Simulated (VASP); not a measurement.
Input of a VASP 6.6.1 run:

INCAR

```
PREC = Accurate
ENCUT = 600
EDIFF = 1E-6
ISMEAR = -1
SIGMA = 0.05
LREAL = False
LASPH = True
NELM = 100
ALGO = Normal
ISIF = 3
LWAVE = False
LCHARG = False
GGA = RP
IBRION = 2
NSW = 100
EDIFFG = -0.01
ISYM = 0
```

KPOINTS

```
regular mesh
0
Gamma
  9 9 5
```

Contents of POSCAR:

```
Ag
1.0
    2.9300000000      0.0000000000      0.0000000000
   -1.4650000000      2.5374544331      0.0000000000
    0.0000000000      0.0000000000      4.7900000000
Ag
2
Direct
    0.3065772933      0.6877596967      0.2704203400
    0.6785102567      0.3834255733      0.7570297900
```

Potentials or basis: VASP PAW PBE potentials, release 64 (Ag).

Launch:

```bash
$ cat potpaw_PBE.64/Ag/POTCAR > POTCAR
$ mpirun -np 1 vasp_std > vasp.out
```

Estimate the relaxed volume.

18.63 Å³/atom.

What does it give for the space group after relaxing (to 0.05 Å)?

P6_3/mmc (No. 194).

Forces in eV/Å, atoms in the order of the input:
```
Ag  -0.001  0.004  0.006
Ag   0.001 -0.004 -0.006
```

Caveat: the PAW data sets were made with another functional, which shifts forces and pressure a little. RPBE and its kin give volumes clearly too large for solids.
